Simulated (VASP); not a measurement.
Runs of VASP 6.6.1 on Au. The structure is that of space group I4/mmm (No. 139), or close to it. The cells are those of the table. 

```csv
cell,gap on the mesh (eV),pressure (GPa)
"a = 3.026 Å, angles 107.5, 107.5, 113.6°, 1 atom",none,-19.7
"a = 2.802 Å, angles 114.1, 114.1, 100.6°, 1 atom",none,4.1
"a = 2.911 Å, angles 107.4, 107.4, 113.7°, 1 atom",none,-13.3
"a = 2.875 Å, angles 106.3, 106.3, 115.9°, 1 atom",none,-8.8
"a = 2.955 Å, angles 105.4, 105.4, 117.9°, 1 atom",none,(b)
"a = 2.796 Å, angles 107.3, 107.3, 113.9°, 1 atom",none,3.0
"a = 2.949 Å, angles 111.6, 111.6, 105.3°, 1 atom",none,(a)
"a = 2.875 Å, angles 112.8, 112.8, 103.0°, 1 atom",none,-9.1
```

Alike in all rows: task single point; level PBEsol; potentials or basis VASP PAW PBE potentials, release 64 (Au); no spin polarisation; k mesh 20 × 20 × 20; cutoff (eV) 520; smearing gaussian 0.15 eV.

**Question.** Fill in the values left out.

**Answer.** (a) -16.3; (b) -15.4.

Caveats: the PAW data sets were made with another functional, which shifts forces and pressure a little; spin-orbit coupling is left out, which moves the levels of the heavy elements.

A k mesh can miss the band edges, and the runs leave out spin-orbit coupling on Au.

A gap of «none» marks levels without a gap at the run's occupations.
